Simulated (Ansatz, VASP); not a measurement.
# Sb in VASP and in Ansatz

```
Sb
1.0
     4.52770    0.00000    0.00000
     0.00000    4.42110    0.00000
    -1.32052    0.00000    6.36435
Sb
4
Direct
  0.33993 0.25000 0.68367
  0.93664 0.75000 0.76276
  0.06336 0.25000 0.23724
  0.66007 0.75000 0.31633
```

Alike in both runs: functional PBEsol; k mesh 6 × 6 × 4; occupations fermi-dirac, width 0.05 eV; no spin polarisation.

|  | VASP | Ansatz |
| --- | --- | --- |
| version | VASP 6.6.1 | Ansatz 0.2.0 |
| potentials or method | VASP PAW PBE potentials, release 64 (Sb_d_GW) | Ansatz PAW |
| plane-wave cutoff (eV) | 500 | 420 |
| valence electrons in the cell | 60 | 60 |
| task | single point | band structure |

VASP gave:

```
gap on the k mesh at the Fermi level (eV)                     : none
pressure (GPa)                                                : -2.4
traceless stress, the component that is largest in VASP (GPa) : -0.49
rms of the force components (eV/Å)                            : 0.074
```

Question: What did Ansatz give for the same quantities?

Answer: gap on the k mesh at the Fermi level (eV): none; pressure (GPa): -2.4; traceless stress, the component that is largest in VASP (GPa): -0.48; rms of the force components (eV/Å): 0.074.

VASP's potentials were made for PBE, not for PBEsol. Atom by atom the forces differ by 0.001 eV/Å (rms over components). A gap of «none» marks a metal or a gap that the smearing closes.

Neither program's run includes spin-orbit coupling.
